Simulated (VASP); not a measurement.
Au:

```xyz
2
Lattice="1.4113 -2.5559 0.0000 1.4113 2.5559 0.0000 0.0000 0.0000 4.8932" Properties=species:S:1:pos:R:3 pbc="T T T"
Au    1.4113   -0.8451    1.2233
Au    1.4113    0.8451    3.6699
```

- Program: VASP 6.6.1
- Task: relaxation of cell and atoms
- Functional: PBEsol
- Potentials or basis: VASP PAW PBE potentials, release 64 (Au)
- Cutoff: 600 eV
- k mesh: 16 × 16 × 10
- Occupations: gaussian, width 0.1 eV
- Spin: no spin polarisation

At the start: pressure -5.4 GPa; volume 17.65 Å³/atom.

Task: How do energy, volume and symmetry change on relaxing?

Result: Over 30 steps the energy falls by 12.1 meV/atom and the volume is 17.02 Å³/atom (-3.6 %); space group Cmcm (No. 63, to 0.05 Å).

Step by step:
```
step  energy change (eV)  largest force (eV/Å)  pressure (GPa)  volume (Å³)
   1              0.0000                0.0081           -5.42        35.30
   2              0.0298                0.0239           10.47        32.34
   3             -0.0223                0.0157            0.06        34.07
   4             -0.0223                0.0158            0.15        34.05
   5             -0.0240                0.0118            0.11        34.03
   6             -0.0242                0.0094            0.10        34.03
   7             -0.0242                0.0091            0.10        34.03
   8             -0.0242                0.0083           -0.15        34.07
   9             -0.0242                0.0089           -0.05        34.05
  10             -0.0242                0.0091           -0.02        34.05
  11             -0.0242                0.0084           -0.01        34.05
  12             -0.0242                0.0078           -0.02        34.05
  13             -0.0242                0.0082           -0.01        34.05
  14             -0.0242                0.0064            0.03        34.04
  15             -0.0242                0.0056            0.04        34.04
  16             -0.0242                0.0044            0.02        34.04
  17             -0.0242                0.0043           -0.03        34.05
  18             -0.0242                0.0019           -0.15        34.07
  19             -0.0242                0.0024           -0.07        34.06
  20             -0.0242                0.0048           -0.08        34.05
  21             -0.0242                0.0016           -0.05        34.05
  22             -0.0242                0.0017           -0.05        34.05
  23             -0.0242                0.0026           -0.04        34.05
  24             -0.0243                0.0021           -0.03        34.05
  25             -0.0243                0.0008           -0.02        34.05
  26             -0.0243                0.0006            0.01        34.04
  27             -0.0243                0.0000            0.04        34.03
  28             -0.0243                0.0004            0.06        34.03
  29             -0.0243                0.0007            0.04        34.04
  30             -0.0243                0.0011           -0.01        34.05
```

Final structure:
```cif
data_structure
_symmetry_space_group_name_H-M 'P 1'
_symmetry_Int_Tables_number 1
_cell_length_a 2.8843
_cell_length_b 2.8843
_cell_length_c 4.7992
_cell_angle_alpha 90.000
_cell_angle_beta 90.000
_cell_angle_gamma 121.481
_cell_volume 34.05
loop_
_atom_site_label
_atom_site_type_symbol
_atom_site_fract_x
_atom_site_fract_y
_atom_site_fract_z
_atom_site_occupancy
Au1 Au 0.66380 0.33620 0.25000 1
Au2 Au 0.33620 0.66380 0.75000 1
```

Caveat: the PAW data sets were made with another functional, which shifts forces and pressure a little.
